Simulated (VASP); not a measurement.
Cd2Mo, 3 atoms in the cell. It takes space group Fm-3m (No. 225, cubic). The conventional cell has a = 6.253 Å, b = 6.253 Å, c = 6.253 Å, α = 90.00°, β = 90.00°, γ = 90.00°. Cd (site symmetry -43m) has 4 Mo at 2.71 Å and 6 Cd at 3.13 Å within 3.6 Å. Within 3.6 Å of Mo (site symmetry m-3m) lie 8 Cd at 2.71 Å. 

- Program: VASP 6.6.1
- Task: relaxation of cell and atoms
- Functional: PBE
- Potentials or basis: VASP PAW PBE potentials, release 64 (Cd_sv_GW, Mo_sv)
- Cutoff: 630 eV
- k mesh: 6 × 6 × 6
- Occupations: gaussian, width 0.1 eV
- Spin: no spin polarisation
- Dipole correction: no
- Further INCAR settings: ALGO = Normal; EDIFF = 1e-07; IBRION = 2; EDIFFG = -0.04; NSW = 90; ISIF = 3

Potentials or basis: VASP PAW PBE potentials, release 64 (Cd_sv_GW, Mo_sv).

The run is started by

```sh
$ cat potpaw_PBE.64/Cd_sv_GW/POTCAR potpaw_PBE.64/Mo_sv/POTCAR > POTCAR
$ mpirun -np 1 vasp_std > vasp.out
```

Hardware: 1 thread of Intel(R) Xeon(R) Platinum 8259CL CPU @ 2.50GHz (Skylake/Cascade Lake), on a shared host.

**Question.** How long does it take, and how much memory?

**Answer.** Wall time 2.2 min on 1 thread of Intel(R) Xeon(R) Platinum 8259CL CPU @ 2.50GHz (Skylake/Cascade Lake) (shared host), peak memory 0.23 GiB. Counts: scf iterations 42, k points 16, ion steps 3.
